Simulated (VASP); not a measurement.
A run of VASP 6.6.1 is set up as follows.

Contents of INCAR:

```
ALGO = Normal ; EDIFF = 1E-6
ENCUT = 520 ; GGA = PE
ISIF = 2 ; ISMEAR = 0
LASPH = True ; LCHARG = True
LELF = True ; LREAL = False
LVHAR = True ; LWAVE = False
NBANDS = 31 ; NELM = 100
PREC = Accurate ; SIGMA = 0.02
```

KPOINTS

```
k-points
0
Gamma
  6 6 6
```

The input POSCAR:

```
Mg3CdSe4
1.0
   -3.0219353646      3.0219353646      6.0417462638
    3.0219353646     -3.0219353646      6.0417462638
    3.0219353646      3.0219353646     -6.0417462638
Mg Cd Se
3 1 4
Direct
    0.7500000000      0.2500000000      0.5000000000
    0.2500000000      0.7500000000      0.5000000000
    0.5000000000      0.5000000000      0.0000000000
    0.0000000000      0.0000000000      0.0000000000
    0.1284573346      0.1284573346      0.5127068482
    0.6157504864      0.6157504864      0.4872931518
    0.8715426654      0.3842495136      0.0000000000
    0.3842495136      0.8715426654      0.0000000000
```

Potentials or basis: VASP PAW PBE potentials, release 64 (Mg, Cd, Se).

Launch:

```sh
$ cat potpaw_PBE.64/Mg/POTCAR potpaw_PBE.64/Cd/POTCAR potpaw_PBE.64/Se/POTCAR > POTCAR
$ mpirun -np 1 vasp_std > vasp.out
```

Problem. What does it give for the band gap on the k mesh?

Solution. 1.97 eV.

Problem. What does it give for the pressure?

Solution. 0.0 GPa.

Forces on the atoms (eV/Å):
```
Mg   0.000  0.000  0.000
Mg   0.000  0.000  0.000
Mg   0.000  0.000  0.000
Cd   0.000  0.000  0.000
Se   0.017  0.017 -0.016
Se  -0.017 -0.017 -0.016
Se   0.017 -0.017  0.016
Se  -0.017  0.017  0.016
```
